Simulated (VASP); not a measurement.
A run of VASP 6.6.1:

INCAR

```
PREC = Accurate
ENCUT = 500
EDIFF = 1E-6
ISMEAR = 0
SIGMA = 0.1
LREAL = False
LASPH = True
NELM = 120
ALGO = Normal
ISIF = 2
LWAVE = False
LCHARG = True
GGA = PE
LELF = True
LVHAR = True
NBANDS = 15
GGA_COMPAT = False
```

Contents of KPOINTS:

```
Automatic mesh
0
Gamma
  18 18 10
```

POSCAR

```
B3P
1.0
    2.8696557673      0.0000000000      0.0000000000
   -1.4348278836      2.4851947946      0.0000000000
    0.0000000000      0.0000000000      4.8853730336
B P
3 1
Direct
    0.6666666667      0.3333333333      0.1631253300
    0.6666666667      0.3333333333      0.8368746700
    0.0000000000      0.0000000000      0.0000000000
    0.0000000000      0.0000000000      0.5000000000
```

Potentials or basis: VASP PAW PBE potentials, release 64 (B, P).

The run is started by

```console
$ cat potpaw_PBE.64/B/POTCAR potpaw_PBE.64/P/POTCAR > POTCAR
$ mpirun -np 1 vasp_std > vasp.out
```

Hardware: 1 thread of Intel Xeon 8259CL, on a shared host.

**Question.** Estimate the wall time of this run.

**Answer.** Run time: 120 s on 1 thread of Intel Xeon 8259CL, on a shared host, peak memory 0.22 GiB. Counts: scf iterations 12, k points 222.
